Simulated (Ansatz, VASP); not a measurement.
# One calculation of Tl2Se, two programs

File INCAR:

```
PREC = Accurate
ENCUT = 520
EDIFF = 1E-8
ISMEAR = -1
SIGMA = 0.03
LREAL = F
LASPH = T
NELM = 60
ALGO = Normal
ISIF = 2
LWAVE = F
LCHARG = F
GGA = PE
LEFG = T
NBANDS = 23
```

The input KPOINTS:

```
regular mesh
0
Gamma
  10 10 10
```

The input POSCAR:

```
Tl2Se
1.0
    0.0000000000      3.7798283956      3.7798283956
    3.7798283956      0.0000000000      3.7798283956
    3.7798283956      3.7798283956      0.0000000000
Se Tl
1 2
Direct
    0.0000000000      0.0000000000      0.0000000000
    0.2500000000      0.2500000000      0.2500000000
    0.7500000000      0.7500000000      0.7500000000
```

Input for Ansatz:

```yaml
crystal:
  lattice:
    - [0.0, 3.7798283956, 3.7798283956]
    - [3.7798283956, 0.0, 3.7798283956]
    - [3.7798283956, 3.7798283956, 0.0]
  atoms:
    - { symbol: Se, position: [0.0, 0.0, 0.0] }
    - { symbol: Tl, position: [0.25, 0.25, 0.25] }
    - { symbol: Tl, position: [0.75, 0.75, 0.75] }
kpoints:
  mp_grid: { grid: [10, 10, 10] }
  band_path:
    path:
      - [0.0, 0.0, 0.0]
      - [0.5, 0.0, 0.5]
      - [0.625, 0.25, 0.625]
      - [0.375, 0.375, 0.75]
      - [0.0, 0.0, 0.0]
      - [0.5, 0.5, 0.5]
      - [0.5, 0.25, 0.75]
      - [0.5, 0.0, 0.5]
    npoints: 8
scf:
  occupations: { method: fermi_dirac, width: 0.03 }
hamiltonian:
  xc: pbe
  pseudopotentials: { kind: paw }
output:
  forces: true
  stress: true
  eigenvalues: true
  efg: { contact_densities: true }
  populations: true
  bader: true
  dos: { projected: true, de: 0.2, e_range: [-14, 8] }
  write_density: true
  write_potential: true
  elf: true
  volumetric_format: npy
```

Alike in both runs: task electric field gradients; functional PBE; k mesh 10 × 10 × 10; occupations fermi-dirac, width 0.03 eV; no spin polarisation.

|  | VASP | Ansatz |
| --- | --- | --- |
| version | VASP 6.6.1 | Ansatz 0.2.0 |
| potentials or method | VASP PAW PBE potentials, release 64 (Se, Tl_d) | PAW with Ansatz's default frozen-core files, scalar-relativistic |
| plane-wave cutoff (eV) | 520 | 420 |
| valence electrons in the cell | 32 | 42 |

```tsv
	VASP	Ansatz	Ansatz less VASP
pressure (GPa)	0.0	0.0	+0.03
```

VASP's potentials hold 32 valence electrons a cell and Ansatz's 42, so a difference there can come from the potentials and not from the codes.

Neither program's run includes spin-orbit coupling.
